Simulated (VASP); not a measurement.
Li, 16 atoms in the cell. The typed cell holds 16 atoms: a = 7.094 Å, b = 7.094 Å, c = 7.094 Å, α = 90.00°, β = 90.00°, γ = 90.00°. 

- Program: VASP 6.6.1
- Task: single point
- Functional: PBE
- Dispersion: D3(BJ)
- Potentials or basis: VASP PAW PBE potentials, release 64 (Li_sv)
- Cutoff: 520 eV
- k mesh: 2 × 2 × 2
- Occupations: fermi-dirac, width 0.11 eV
- Spin: no spin polarisation
- Dipole correction: no
- Further INCAR settings: LREAL = Auto; ALGO = Normal; EDIFF = 1e-06; NBANDS = 38

Potentials or basis: VASP PAW PBE potentials, release 64 (Li_sv).

Command:

```console
$ cat potpaw_PBE.64/Li_sv/POTCAR > POTCAR
$ mpirun -np 1 vasp_std > vasp.out
```

Hardware: 1 thread of AMD EPYC 7R13 Processor (Zen 3) (shared host).

Q: How long does it take, and how much memory?

A: It took 110 s on 1 thread of AMD EPYC 7R13 Processor (Zen 3), with other jobs on the host, peak memory 0.34 GiB. Counts: scf iterations 14, k points 8.
